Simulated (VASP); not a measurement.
Runs of VASP 6.6.1 on Pd. The structure is that of space group Fm-3m (No. 225), or close to it. The cells are those of the table. 

```tsv
cell	gap on the mesh (eV)	pressure (GPa)
a = 2.842 Å, angles 60.0°, 1 atom	none	-8.6
a = 2.815 Å, angles 60.0°, 1 atom	none	-4.8
a = 2.731 Å, angles 60.0°, 1 atom	none	(b)
a = 2.878 Å, angles 60.0°, 1 atom	none	(a)
a = 2.760 Å, angles 60.0°, 1 atom	none	5.2
a = 2.788 Å, angles 60.0°, 1 atom	none	-0.2
```

Alike in all rows: task single point; level PBE; potentials or basis VASP PAW PBE potentials, release 64 (Pd); no spin polarisation; k mesh 18 × 18 × 18; cutoff (eV) 520; smearing gaussian 0.1 eV.

**Question.** Estimate the missing entries.

**Answer.** (a) -12.5; (b) 11.9.

A k mesh can miss the band edges, and the runs leave out spin-orbit coupling on Pd.

A gap of «none» marks levels without a gap at the run's occupations.
